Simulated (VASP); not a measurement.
Input of a VASP 6.6.1 run:

File INCAR:

```
SYSTEM = In
  PREC = Accurate
  ENCUT = 500
  EDIFF = 1E-6
  ISMEAR = -1
  SIGMA = 0.03
  LREAL = .FALSE.
  LASPH = .TRUE.
  NELM = 120
  ALGO = Normal
  ISIF = 2
  LWAVE = .FALSE.
  LCHARG = .TRUE.
  GGA = PE
  LELF = .TRUE.
  LVHAR = .TRUE.
  NBANDS = 12
  GGA_COMPAT = .FALSE.
```

Contents of KPOINTS:

```
regular mesh
0
G
  7 7 7
  0 0 0
```

The input POSCAR:

```
In
1.0
   -1.8825252400      1.8825252400      1.8825252400
    1.8825252400     -1.8825252400      1.8825252400
    1.8825252400      1.8825252400     -1.8825252400
In
1
Direct
    0.0000000000      0.0000000000      0.0000000000
```

Potentials or basis: VASP PAW PBE potentials, release 64 (In_d).

The run is started by

```sh
$ cat potpaw_PBE.64/In_d/POTCAR > POTCAR
$ mpirun -np 1 vasp_std > vasp.out
```

Problem. Estimate the pressure.

Solution. 1.5 GPa.
